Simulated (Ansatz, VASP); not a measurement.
# One calculation of Mo, two programs

```
Mo
1.0
    -1.57100    1.57100    1.57100
     1.57100   -1.57100    1.57100
     1.57100    1.57100   -1.57100
Mo
1
Direct
  0.00000 0.00000 0.00000
```

Alike in both runs: task single point; functional LDA; k mesh 16 × 16 × 16; occupations fermi-dirac, width 0.05 eV; no spin polarisation.

|  | VASP | Ansatz |
| --- | --- | --- |
| version | VASP 6.6.1 | Ansatz 0.2.0 |
| potentials or method | VASP PAW LDA potentials, release 64 (Mo_sv), cutoff 520 eV | all-electron LAPW, scalar-relativistic |

```tsv
	VASP	Ansatz	Ansatz less VASP
pressure (GPa)	-7.1	-8.2	-1.02
```

LDA's correlation is that of Perdew and Zunger in VASP and of Perdew and Wang (1992) in Ansatz. Ansatz ran all-electron here, and VASP with PAW potentials.
